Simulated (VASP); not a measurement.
A run of VASP 6.6.1 is set up as follows.

Contents of INCAR:

```
SYSTEM = H2CO
PREC     = Accurate       ! precision mode
ENCUT    = 520            ! plane-wave cutoff, eV
EDIFF    = 1E-7           ! SCF threshold, eV
ISMEAR   = -1             ! smearing method
SIGMA    = 0.02           ! smearing width, eV
LREAL    = Auto         
LASPH    = .TRUE.         ! aspherical terms in the spheres
NELM     = 100            ! most SCF steps
ALGO     = Normal         ! electronic algorithm
ISIF     = 2              ! what is computed and relaxed
LWAVE    = .FALSE.        ! write WAVECAR
LCHARG   = .FALSE.        ! write CHGCAR
GGA      = CA             ! functional
IBRION   = 2              ! ionic algorithm
NSW      = 35             ! ionic steps
EDIFFG   = -0.3           ! ionic threshold
```

The input KPOINTS:

```
regular mesh
0
G
  1 1 1
  0 0 0
```

POSCAR

```
H2CO
1.0
    7.8729940000      0.0000000000      0.0000000000
    0.0000000000      7.8729940000      0.0000000000
    0.0000000000      0.0000000000      7.8729940000
O C H
8 8 16
Direct
    0.4423496000      0.6995363000      0.6611759000
    0.6134913000      0.1867299000      0.6155013000
    0.5593144000      0.7130791000      0.2105032000
   -0.0396051000      0.9607451000      0.3686471000
    0.1806708000      0.5677659000      0.9556357000
    0.9455128000      0.3471469000      0.3609462000
    0.5525503000      0.0869575000      0.1111971000
    0.8931121000      0.1109563000      1.0032284000
    0.3575884000      0.8292691000      0.6597209000
    0.5195138000      0.3078920000      0.6379765000
    0.5779798000      0.7092774000      0.0567036000
    0.0109623000      0.9067019000      0.2324875000
    0.0762143000      0.4628494000      0.9098260000
    0.8614537000      0.4281132000      0.2589869000
    0.6085618000      0.0770035000      0.2553525000
    0.8227114000      0.0718708000      0.8708153000
    0.2208946000      0.8294581000      0.6908626000
    0.4126483000      0.9540265000      0.6271778000
    0.4085126000      0.3014107000      0.7233684000
    0.5400047000      0.4310652000      0.5742306000
    0.5339474000      0.8132414000     -0.0264089000
    0.6399890000      0.6016519000     -0.0083093000
    0.0808692000      0.9872857000      0.1415242000
   -0.0102429000      0.7740688000      0.1923148000
   -0.0582683000      0.4959867000      0.8881143000
    0.1100943000      0.3286663000      0.8874182000
    0.8647488000      0.5681846000      0.2540688000
    0.7772009000      0.3660208000      0.1657075000
    0.5435222000      0.0039757000      0.3558107000
    0.7275466000      0.1404445000      0.2937313000
    0.8582121000      0.1289022000      0.7477617000
    0.7194074000     -0.0228040000      0.8663410000
```

Potentials or basis: VASP PAW LDA potentials, release 64 (O, C, H).

The run is started by

```console
$ cat potpaw_LDA.64/O/POTCAR potpaw_LDA.64/C/POTCAR potpaw_LDA.64/H/POTCAR > POTCAR
$ mpirun -np 1 vasp_gam > vasp.out
```

Predict the energy gained by relaxing.

5.1 meV/atom.

What does it give for the band gap on the k mesh?

2.40 eV.

Final structure:
```
O C H
1.0
     7.87299    0.00000    0.00000
     0.00000    7.87299    0.00000
     0.00000    0.00000    7.87299
O C H
8 8 16
Cartesian
  3.4807 5.5154 5.2288
  4.7930 1.4706 4.8434
  4.4333 5.5884 1.6471
  7.5584 7.5100 2.9131
  1.4062 4.4772 7.5163
  7.4244 2.7481 2.8271
  4.3174 0.6901 0.8925
  7.0313 0.9168 7.8683
  2.8156 6.5268 5.1910
  4.0827 2.4385 5.0169
  4.5386 5.5740 0.4449
  0.1041 7.1378 1.8428
  0.6089 3.6418 7.1598
  6.7749 3.3854 2.0352
  4.7860 0.6129 2.0104
  6.4875 0.5707 6.8407
  1.7229 6.4966 5.4428
  3.2901 7.5110 4.9283
  3.2086 2.3715 5.7136
  4.2612 3.4160 4.5056
  4.1852 6.4329 7.6889
  5.0403 4.7081 7.8032
  0.6932 7.7911 1.1526
  7.7790 6.0852 1.4936
  7.4024 3.9130 7.0011
  0.8846 2.5694 6.9902
  6.8148 4.5073 2.0189
  6.1092 2.8606 1.2931
  4.2628 0.0185 2.7968
  5.7534 1.0959 2.3058
  6.7714 1.0169 5.8593
  5.6592 7.6875 6.8392
```

Caveat: the k points lie up to 0.80 Å⁻¹ apart.
